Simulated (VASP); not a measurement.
# Ta2C (P-3m1) in VASP: further runs

The runs below take Ta2C through single point, with PBEsol.

All numbers are computed with VASP 6.6.1; they aren't measurements. Logs are shortened: lines on timing, memory, paths and dates and some standing lists are left out, and cuts for length are marked.

## (1) The cell of the first run

The structure is trigonal, space group P-3m1 (No. 164). The conventional cell has a = 3.002 Å, b = 3.002 Å, c = 4.773 Å, α = 90.00°, β = 90.00°, γ = 120.00°. Within 3.1 Å of Ta (site symmetry 3m) lie 3 C at 2.13 Å and 12 Ta at 2.89 to 3.01 Å. Within 2.8 Å of C (site symmetry -3m) lie 6 Ta at 2.13 Å.

## (2) Single point, PBEsol (equal strain along all axes, cell held: -3.0 %, then relaxed in part)

INCAR

```
SYSTEM = Ta2C
PREC     = Accurate       ! precision mode
ENCUT    = 700            ! plane-wave cutoff, eV
EDIFF    = 1E-6           ! SCF threshold, eV
ISMEAR   = 0              ! smearing method
SIGMA    = 0.1            ! smearing width, eV
LREAL    = .False.        ! projectors in reciprocal space
LASPH    = .True.         ! aspherical terms in the spheres
NELM     = 120            ! most SCF steps
ALGO     = Normal         ! electronic algorithm
ISIF     = 2              ! what is computed and relaxed
LWAVE    = .False.        ! write WAVECAR
LCHARG   = .False.        ! write CHGCAR
GGA      = PS             ! functional
NBANDS   = 22             ! bands
GGA_COMPAT= .False.
```

KPOINTS

```
regular mesh
0
Gamma
  18 18 10
  0 0 0
```

POSCAR

```
Ta2C
1.0
    3.0024416812      0.0000000000      0.0000000000
   -1.5012208406      2.6001907694      0.0000000000
    0.0000000000      0.0000000000      4.7734478747
Ta C
2 1
Direct
    0.3333333333      0.6666666667      0.2575246773
    0.6666666667      0.3333333333      0.7424753227
    0.0000000000      0.0000000000      0.0000000000
```

Potentials or basis: VASP PAW PBE potentials, release 64 (Ta_sv_GW, C).

On the command line:

```console
$ cat potpaw_PBE.64/Ta_sv_GW/POTCAR potpaw_PBE.64/C/POTCAR > POTCAR
$ mpirun -np 1 vasp_std > vasp.out
```

OUTCAR:

```text
SYSTEM = Ta2C
   PREC = Accurate
   ENCUT = 700
   EDIFF = 1E-6
   ISMEAR = 0
   LREAL = .False.
   LASPH = .True.
   NELM = 120
   ISIF = 2
   GGA = PS

 ion  position               nearest neighbor table
   1  0.333  0.667  0.258-   3 2.13   3 2.13   3 2.13   2 2.89   2 2.89   2 2.89   2 3.01   2 3.01
                             2 3.01
   2  0.667  0.333  0.742-   3 2.13   3 2.13   3 2.13   1 2.89   1 2.89   1 2.89   1 3.01   1 3.01
                             1 3.01
   3  0.000  0.000  0.000-   1 2.13   2 2.13   2 2.13   1 2.13   2 2.13   1 2.13

  LATTYP: Found a hexagonal cell.
 ALAT       =     3.0024416812
 C/A-ratio  =     1.5898553183

  Lattice vectors:

 A1 = (   3.0024416812,   0.0000000000,   0.0000000000)
 A2 = (  -1.5012208406,   2.6001907694,   0.0000000000)
 A3 = (   0.0000000000,   0.0000000000,   4.7734478747)

Analysis of symmetry for initial positions (statically):
=====================================================================
 Subroutine PRICEL returns:
 Original cell was already a primitive cell.

 Routine SETGRP: Setting up the symmetry group for a
 hexagonal supercell.

 Subroutine GETGRP returns: Found 12 space group operations
 (whereof 12 operations were pure point group operations)
 out of a pool of 24 trial point group operations.

The static configuration has the point symmetry D_3d.

Analysis of symmetry for dynamics (positions and initial velocities):
=====================================================================
 Subroutine PRICEL returns:
 Original cell was already a primitive cell.

 Routine SETGRP: Setting up the symmetry group for a
 hexagonal supercell.

 Subroutine GETGRP returns: Found 12 space group operations
 (whereof 12 operations were pure point group operations)
 out of a pool of 24 trial point group operations.

The dynamic configuration has the point symmetry D_3d.

 Subroutine INISYM returns: Found 12 space group operations
 (whereof 12 operations are pure point group operations),
 and found     1 'primitive' translations

----------------------------------------------------------------------------------------

                                     Primitive cell

  volume of cell :      37.2659

  direct lattice vectors                    reciprocal lattice vectors
     3.002441681  0.000000000  0.000000000     0.333062256  0.192293583  0.000000000
    -1.501220841  2.600190769  0.000000000     0.000000000  0.384587166  0.000000000
     0.000000000  0.000000000  4.773447875     0.000000000  0.000000000  0.209492180

  length of vectors
     3.002441681  3.002441681  4.773447875     0.384587166  0.384587166  0.209492180

  position of ions in fractional coordinates (direct lattice)
     0.333333333  0.666666667  0.257524677
     0.666666667  0.333333333  0.742475323
     0.000000000  0.000000000  0.000000000

  ion indices of the primitive-cell ions
   primitive index   ion index
                 1           1
                 2           2
                 3           3

----------------------------------------------------------------------------------------

 KPOINTS: regular mesh

Automatic generation of k-mesh.
 Grid dimensions read from file:
 generate k-points for:   18   18   10

 Generating k-lattice:

  Cartesian coordinates                     Fractional coordinates (reciprocal lattice)
     0.018503459  0.010682977  0.000000000     0.055555556  0.000000000  0.000000000
     0.000000000  0.021365954  0.000000000     0.000000000  0.055555556  0.000000000
     0.000000000  0.000000000  0.020949218     0.000000000  0.000000000  0.100000000

  Length of vectors
     0.021365954  0.021365954  0.020949218

  Shift w.r.t. Gamma in fractional coordinates (k-lattice)
     0.000000000  0.000000000  0.000000000

 Subroutine IBZKPT returns following result:
 ===========================================

 Found    330 irreducible k-points:

 Following reciprocal coordinates:
            Coordinates               Weight
  0.000000  0.000000  0.000000      1.000000
  0.055556  0.000000  0.000000      6.000000
  0.111111  0.000000  0.000000      6.000000
  0.166667  0.000000  0.000000      6.000000
  0.222222  0.000000  0.000000      6.000000
  0.277778  0.000000  0.000000      6.000000
[... 16 lines left out ...]
  0.333333  0.111111  0.000000     12.000000
  0.388889  0.111111  0.000000     12.000000
 [... further k-points ...]
   k-points           NKPTS =    330   k-points in BZ     NKDIM =    330   number of bands    NBANDS=     22
   number of dos      NEDOS =    301   number of ions     NIONS =      3
   total plane-waves  NPLWV =  32928
   dimension x,y,z NGX =    28 NGY =   28 NGZ =   42
   dimension x,y,z NGXF=    56 NGYF=   56 NGZF=   84
   ions per type =               2   1
   NGX,Y,Z   is equivalent  to a cutoff of  15.50, 15.50, 14.63 a.u.
   NGXF,Y,Z  is equivalent  to a cutoff of  31.01, 31.01, 29.25 a.u.
 SYSTEM =  Ta2C
   PREC   = accura    normal or accurate (medium, high low for compatibility)
   ISTART =      0    job   : 0-new  1-cont  2-samecut
   ICHARG =      2    charge: 1-file 2-atom 10-const
   ISPIN  =      1    spin polarized calculation?
   LNONCOLLINEAR =      F non collinear calculations
   LSORBIT =      F    spin-orbit coupling
   LASPH  =      T    aspherical Exc in radial PAW
   ENCUT  =  700.0 eV  51.45 Ry    7.17 a.u.   6.48  6.48 10.30*2*pi/ulx,y,z
   NELM   =    120;   NELMIN=  2; NELMDL= -5     # of ELM steps
   EDIFF  = 0.1E-05   stopping-criterion for ELM
   LREAL  =      F    real-space projection
   EDIFFG = 0.1E-04   stopping-criterion for IOM
   NSW    =      0    number of steps for IOM
   IBRION =     -1    ionic relax: 0-MD 1-quasi-New 2-CG
   NFREE  =      0    steps in history (QN), initial steepest desc. (CG)
   ISIF   =      2    stress and relaxation
   ISYM   =      2    0-nonsym 1-usesym 2-fastsym
   POTIM  = 0.5000    time-step for ionic-motion
   TEBEG  =    0.0;   TEEND  =   0.0 temperature during run
   PSTRESS=    0.0 pullay stress
   NELECT =      30.0000    total number of electrons
   NUPDOWN=      -1.0000    fix difference up-down
   EMIN   =  10.00;   EMAX   =-10.00  energy-range for DOS
   EFERMI =   0.00;   METHOD = LEGACY
   ISMEAR =     0;   SIGMA  =   0.10  broadening in eV -4-tet -1-fermi 0-gaus
   EFERMI_NEDOS =   21; number of points for ismear=-14 and -15
   IALGO  =     38    algorithm
   IMIX   =      4    mixing-type and parameters
     AMIX     =   0.40;   BMIX     =  1.00
     AMIX_MAG =   1.60;   BMIX_MAG =  1.00
  volume/ion in A,a.u.               =      12.42        83.83
  Fermi-wavevector in a.u.,A,eV,Ry     =   1.522923  2.877907 31.555914  2.319294
  Thomas-Fermi vector in A             =   2.631436
   LORBIT       =      0    0 simple, 1 ext, 2 COOP (PROOUT), +10 PAW based schemes
   GGA     = PS    functional components
   LHFCALC =     F    Hartree Fock is set to
   AEXX    =    0.0000 exact exchange contribution
   IVDW    =     0    specifies the selected vdW correction
   LEPSILON=     F    determine dielectric tensor
   LRPA    =     F    only Hartree local field effects (RPA)
 non-spin polarized calculation
 Gauss-broadening in eV      SIGMA  =   0.10
  energy-cutoff  :      700.00
  volume of cell :       37.27
 maximum number of plane-waves:      1592
 NGX is ok and might be reduce to    28
   NGX = 13   NGY = 13   NGZ = 21

 number of electron      30.0000002 magnetization

 Free energy of the ion-electron system (eV)
  ---------------------------------------------------
  ext. energy  EPLUGINS =         0.00000000
  ---------------------------------------------------
  free energy    TOTEN  =       -41.43143642 eV

  energy without entropy =      -41.42844567  energy(sigma->0) =      -41.42994105

 E-fermi :  12.1399     XC(G=0): -13.8461

 val. band max:       12.1293426650   @ k =   0.1111   0.0000   0.5000
 cond. band min:      12.1446795248   @ k =  -0.1111   0.3889   0.3000
 fundamental gap:      0.0153368598
 Fermi energy:        12.1398767907

 k-point     1 :       0.0000    0.0000    0.0000
  band No.  band energies     occupation
      1     -55.3948      2.00000
      2     -55.2833      2.00000
      3     -22.6049      2.00000
      4     -21.6001      2.00000
      5     -21.6001      2.00000
      6     -21.4411      2.00000
[... 14 lines left out ...]
     21      15.0512      0.00000
     22      20.2974      0.00000

 k-point     2 :       0.0556    0.0000    0.0000
  band No.  band energies     occupation
      1     -55.3923      2.00000
      2     -55.2822      2.00000
      3     -22.5928      2.00000
      4     -21.6278      2.00000
      5     -21.6097      2.00000
      6     -21.4679      2.00000
[... 14 lines left out ...]
     21      15.5012      0.00000
     22      20.4640      0.00000

 k-point     3 :       0.1111    0.0000    0.0000
  band No.  band energies     occupation
      1     -55.3850      2.00000
      2     -55.2794      2.00000
      3     -22.5574      2.00000
      4     -21.7065      2.00000
      5     -21.6363      2.00000
      6     -21.5441      2.00000
[... 14 lines left out ...]
     21      16.4455      0.00000
     22      20.6805      0.00000

 k-point     4 :       0.1667    0.0000    0.0000
  band No.  band energies     occupation
      1     -55.3737      2.00000
      2     -55.2753      2.00000
      3     -22.5006      2.00000
      4     -21.8255      2.00000
      5     -21.6752      2.00000
      6     -21.6577      2.00000
[... 14 lines left out ...]
     21      17.5125      0.00000
     22      20.5315      0.00000

 k-point     5 :       0.2222    0.0000    0.0000
  band No.  band energies     occupation
      1     -55.3594      2.00000
      2     -55.2705      2.00000
      3     -22.4262      2.00000
      4     -21.9694      2.00000
      5     -21.7921      2.00000
      6     -21.7206      2.00000
[... 417 lines left out ...]
 k-point    22 :       0.2778    0.1111    0.0000
  band No.  band energies     occupation
      1     -55.3230      2.00000
      2     -55.2623      2.00000
      3     -22.2560      2.00000
      4     -22.2107      2.00000
      5     -22.0874      2.00000
      6     -21.8218      2.00000
[... 14 lines left out ...]
     21      19.3941      0.00000
     22      19.7134      0.00000

 k-point    23 :       0.3333    0.1111    0.0000
  band No.  band energies     occupation
      1     -55.3092      2.00000
      2     -55.2614      2.00000
      3     -22.3561      2.00000
      4     -22.1585      2.00000
      5     -22.1224      2.00000
      6     -21.8763      2.00000
[... 14 lines left out ...]
     21      19.1277      0.00000
     22      19.4187      0.00000

 k-point    24 :       0.3889    0.1111    0.0000
  band No.  band energies     occupation
      1     -55.2991      2.00000
      2     -55.2620      2.00000
      3     -22.4239      2.00000
      4     -22.1994      2.00000
      5     -22.0523      2.00000
      6     -21.9117      2.00000
[... 14 lines left out ...]
     21      18.7087      0.00000
     22      19.1529      0.00000

 [... further k-points ...]

------------------------ aborting loop because EDIFF is reached ----------------------------------------

  FORCE on cell =-STRESS in cart. coord.  units (eV):
  Direction    XX          YY          ZZ          XY          YZ          ZX
  --------------------------------------------------------------------------------------
  -------------------------------------------------------------------------------------
  Total        6.9497750      6.9497750      7.1792562      0.0000000      0.0000000      0.0000000
  in kB      298.7922624    298.7922624    308.6583678      0.0000000      0.0000000      0.0000000
  external PRESSURE =     302.0809642 kB  Pullay stress =       0.0000000 kB

 VOLUME and BASIS-vectors are now :
 -----------------------------------------------------------------------------
  energy-cutoff  :      700.00
  volume of cell :       37.27
      direct lattice vectors                 reciprocal lattice vectors
     3.002441681  0.000000000  0.000000000     0.333062256  0.192293583  0.000000000
    -1.501220841  2.600190769  0.000000000     0.000000000  0.384587166  0.000000000
     0.000000000  0.000000000  4.773447875     0.000000000  0.000000000  0.209492180

 POSITION                                       TOTAL-FORCE (eV/Angst)
 -----------------------------------------------------------------------------------
     -0.00000      1.73346      1.22928         0.000000      0.000000      0.056002
      1.50122      0.86673      3.54417        -0.000000      0.000000     -0.056002
      0.00000      0.00000      0.00000         0.000000      0.000000      0.000000
 -----------------------------------------------------------------------------------
    total drift:                                0.000000     -0.000000     -0.000000

  FREE ENERGIE OF THE ION-ELECTRON SYSTEM (eV)
  ---------------------------------------------------
  free  energy   TOTEN  =       -41.4314364191 eV

  energy  without entropy=      -41.4284456748  energy(sigma->0) =      -41.42994105
```

Run time: 5.9 min. Hardware: 1 thread of AMD EPYC 7R43 (Zen 3), shared host; peak memory 0.47 GiB.

Results:

```yaml
Free_energy: -41.4314 eV
Pressure: 30.2 GPa
Largest_force: 0.056 eV/Å
Band_gap_on_the_k_mesh: zero (bands 15 and 16 overlap by 0.90 eV)
```

Forces in eV/Å, atoms in the order of the input:
```
Ta   0.000  0.000  0.056
Ta   0.000  0.000 -0.056
C    0.000  0.000  0.000
```

Levels at points of the mesh, in eV from the Fermi level:
```
           k point  band 11  band 12  band 13  band 14  band 15  band 16  band 17  band 18  band 19  band 20
(0.00, 0.00, 0.00)    -3.74    -3.74    -2.80    -0.02     0.54     0.54     1.28     1.28     2.48     2.48
(0.50, 0.00, 0.00)    -4.62    -4.25    -4.25    -1.85    -0.02     3.58     3.91     5.39     5.92     5.93
(0.00, 0.00, 0.50)    -4.06    -4.06    -2.22    -1.37    -0.36    -0.36     3.46     3.46     3.91     3.91
(0.50, 0.00, 0.50)    -5.03    -3.67    -2.73    -1.03    -0.83     1.41     1.56     5.02     5.52     5.78
```

Caveat: the cell differs from its parent crystal (equal strain along all axes, cell held: -3.0 %, then relaxed in part); the cell stands under pressure; the PAW data sets were made with another functional, which shifts forces and pressure a little; spin-orbit coupling is left out, which moves the levels of the heavy elements.

[end of part 1 of 2]
